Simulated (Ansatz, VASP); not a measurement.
**One calculation of Na2IF, two programs**

The input POSCAR:

```
Na2IF
1.0
    2.0918296660      1.2077184206      6.7122665057
   -2.0918296660      1.2077184206      6.7122665057
    0.0000000000     -2.4154368416      6.7122665056
F I Na
1 1 2
Direct
    1.0000000000      0.0000000000      0.0000000000
    0.5000000000      0.5000000000      0.5000000000
    0.2698824377      0.2698824377      0.2698824377
    0.7301175623      0.7301175623      0.7301175623
```

The input INCAR.step1:

```
ALGO = Normal
EDIFF = 1E-4
ENCUT = 520
GGA = PE
ISMEAR = 0
LASPH = True
LCHARG = False
LREAL = False
LWAVE = True
NBANDS = 22
NELM = 100
PREC = Accurate
SIGMA = 0.01
```

File INCAR.step2:

```
ALGO = Normal
EDIFF = 1E-6
ENCUT = 520
ISIF = 2
ISMEAR = 0
ISTART = 1
LASPH = True
LCHARG = False
LMIXTAU = True
LREAL = False
LWAVE = False
METAGGA = R2SCAN
NBANDS = 22
NELM = 100
PREC = Accurate
SIGMA = 0.01
```

The input KPOINTS:

```
k-points
0
Gamma
  8 8 8
```

Input for Ansatz:

```yaml
crystal:
  lattice:
    - [2.091829666, 1.2077184206, 6.7122665057]
    - [-2.091829666, 1.2077184206, 6.7122665057]
    - [0.0, -2.4154368416, 6.7122665056]
  atoms:
    - { symbol: F, position: [1.0, 0.0, 0.0] }
    - { symbol: I, position: [0.5, 0.5, 0.5] }
    - { symbol: Na, position: [0.2698824377, 0.2698824377, 0.2698824377] }
    - { symbol: Na, position: [0.7301175623, 0.7301175623, 0.7301175623] }
kpoints:
  mp_grid: { grid: [8, 8, 8] }
  band_path:
    path:
      - [0.0, 0.0, 0.0]
      - [0.5, 0.5, 0.5]
      - [0.8117508339, 0.1882491661, 0.5]
      - [0.5, -0.1882491661, 0.1882491661]
      - [0.5, 0.0, 0.0]
      - [0.3441245831, -0.3441245831, 0.0]
      - [0.6558754169, 0.0, 0.3441245831]
      - [0.5, 0.0, 0.5]
    npoints: 1
hamiltonian:
  xc: r2scan
scf:
  occupations: { method: fixed }
  n_extra_bands: 5
output:
  forces: true
  stress: true
  eigenvalues: true
```

Change from the starting cell: hydrostatic strain +4.7%.

Alike in both runs: task single point; functional r2SCAN; k mesh 8 × 8 × 8; no spin polarisation.

```csv
,VASP,Ansatz
version,VASP 6.6.1,Ansatz 0.2.0
potentials or method,"VASP PAW PBE potentials, release 64 (F, I, Na_pv)","plane waves, PAW"
plane-wave cutoff (eV),520,500
occupations,"gaussian, width 0.01 eV",fixed
valence electrons in the cell,28,42
```

|  | VASP | Ansatz | Ansatz less VASP |
| --- | --- | --- | --- |
| gap on the k mesh at the Fermi level (eV) | 2.71 | 2.70 | -0.009 |
| pressure (GPa) | -2.6 | -2.5 | +0.16 |
| traceless stress, the component that is largest in VASP (GPa) | 0.32 | 0.29 | -0.031 |

VASP's potentials were made for PBE, not for r2SCAN. VASP's potentials hold 28 valence electrons a cell and Ansatz's 42, so a difference there can come from the potentials and not from the codes.

Spin-orbit coupling is off throughout.
